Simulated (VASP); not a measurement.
A run of VASP 6.6.1:

File INCAR:

```
PREC = Accurate
ENCUT = 520
EDIFF = 1E-6
ISMEAR = 0
SIGMA = 0.1
LREAL = F
LASPH = T
NELM = 150
ALGO = Normal
ISIF = 2
LWAVE = F
LCHARG = F
ISPIN = 2
MAGMOM = 0 0 0 0 0 0 0 0 0 0 0 0 1
LORBIT = 11
LDIPOL = T
IDIPOL = 3
DIPOL = 0.5 0.5 0.307
GGA = PE
NBANDS = 34
```

The input KPOINTS:

```
Automatic mesh
0
Gamma
  6 6 1
```

The input POSCAR:

```
Al12H
1.0
    5.7135165838      0.0000000000      0.0000000000
   -2.8567582919      4.9480505065      0.0000000000
    0.0000000000      0.0000000000     21.6013781936
Al H
12 1
Direct
    0.3333333333      0.1666666667      0.1851733702
    0.3333333333      0.6666666667      0.1851733702
    0.8333333333      0.1666666667      0.1851733702
    0.8333333333      0.6666666667      0.1851733702
    0.1666666667      0.3333333333      0.2916813828
    0.1666666667      0.8333333333      0.2916813828
    0.6666666667      0.3333333333      0.2916813828
    0.6666666667      0.8333333333      0.2916813828
    0.0000000000      0.0000000000      0.3981865470
    0.0000000000      0.5000000000      0.3981865470
    0.5000000000      0.0000000000      0.3981865470
    0.5000000000      0.5000000000      0.3981865470
    0.1666666667     -0.1666666667      0.4940137661
```

Potentials or basis: VASP PAW PBE potentials, release 64 (Al, H).

Command:

```bash
$ cat potpaw_PBE.64/Al/POTCAR potpaw_PBE.64/H/POTCAR > POTCAR
$ mpirun -np 1 vasp_std > vasp.out
```

Hardware: 1 thread of Intel(R) Xeon(R) 6975P-C (Granite Rapids), with other jobs on the host.

Q: How long does it take, and how much memory?

A: Wall time 8.1 min on 1 thread of Intel(R) Xeon(R) 6975P-C (Granite Rapids), with other jobs on the host, peak memory 0.89 GiB. Counts: scf iterations 30, k points 7.
